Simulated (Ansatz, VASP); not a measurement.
## One calculation of ScH5, two programs

INCAR

```
  ALGO = Normal
  EDIFF = 1E-7
  ENCUT = 520
  GGA = PE
  ISIF = 2
  ISMEAR = 0
  LASPH = T
  LCHARG = T
  LELF = T
  LREAL = F
  LVHAR = T
  LWAVE = F
  NBANDS = 17
  NELM = 60
  PREC = Accurate
  SIGMA = 0.1
```

The input KPOINTS:

```
k-points
0
Gamma
  4 4 4
```

Contents of POSCAR:

```
ScH5
1.0
    3.7583290900      0.0000000000      0.0000000000
    0.0000000000      3.7583290900      0.0000000000
    0.0000000000      0.0000000000      3.7583290900
Sc H
1 5
Direct
    0.5000000000      0.5000000000      0.5000000000
    0.2685177900      0.2685177900      0.2685177900
    0.7314822100      0.7314822100      0.2685177900
    0.7314822100      0.2685177900      0.7314822100
    0.2685177900      0.7314822100      0.7314822100
    0.0000000000      0.0000000000      0.0000000000
```

Input for Ansatz:

```yaml
crystal:
  lattice:
    - [3.75832909, 0.0, 0.0]
    - [0.0, 3.75832909, 0.0]
    - [0.0, 0.0, 3.75832909]
  atoms:
    - { symbol: Sc, position: [0.5, 0.5, 0.5] }
    - { symbol: H, position: [0.26851779, 0.26851779, 0.26851779] }
    - { symbol: H, position: [0.73148221, 0.73148221, 0.26851779] }
    - { symbol: H, position: [0.73148221, 0.26851779, 0.73148221] }
    - { symbol: H, position: [0.26851779, 0.73148221, 0.73148221] }
    - { symbol: H, position: [0.0, 0.0, 0.0] }
basis:
  ecutwfc: 420
kpoints:
  mp_grid: { grid: [4, 4, 4] }
hamiltonian:
  xc: pbe
scf:
  occupations: { method: gaussian, width: 0.1 }
  lower_state_search: "off"
output:
  forces: true
  stress: true
  eigenvalues: true
```

Alike in both runs: task single point; functional PBE; k mesh 4 × 4 × 4; occupations gaussian, width 0.1 eV; no spin polarisation.

|  | VASP | Ansatz |
| --- | --- | --- |
| version | VASP 6.6.1 | Ansatz 0.2.0 |
| potentials or method | VASP PAW PBE potentials, release 64 (Sc_sv, H), cutoff 520 eV | scalar-relativistic, plane waves, PAW |
| valence electrons in the cell | 16 | 16 |

```tsv
	VASP	Ansatz	Ansatz less VASP
gap on the k mesh at the Fermi level (eV)	2.26	2.26	+0.007
least direct gap on the mesh (eV)	2.53	2.54	+0.006
pressure (GPa)	24.0	24.0	-0.01
rms of the force components (eV/Å)	2.923	2.909	-0.0146
```

Atom by atom the forces differ by 0.015 eV/Å (rms over components).
